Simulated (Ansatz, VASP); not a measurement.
Sn: VASP beside Ansatz

```
CELL_PARAMETERS angstrom
3.58415 0.00000 0.00000
-1.79208 3.10397 0.00000
0.00000 0.00000 5.95296
ATOMIC_POSITIONS crystal
Sn 0.33333 0.66667 0.25000
Sn 0.66667 0.33333 0.75000
```

Alike in both runs: task single point; functional BLYP; k mesh 12 × 12 × 6; occupations fermi-dirac, width 0.1 eV; no spin polarisation.

|  | VASP | Ansatz |
| --- | --- | --- |
| version | VASP 6.6.1 | Ansatz 0.2.0 |
| potentials or method | VASP PAW PBE potentials, release 64 (Sn_d), cutoff 520 eV | plane waves (420 eV) with PAW, scalar-relativistic |
| valence electrons in the cell | 28 | 28 |

|  | VASP | Ansatz | Ansatz less VASP |
| --- | --- | --- | --- |
| pressure (GPa) | -2.3 | -2.2 | +0.05 |

VASP's potentials were made for PBE, not for BLYP. The functional is the same, so the differences come from potentials, cutoffs and numerics.
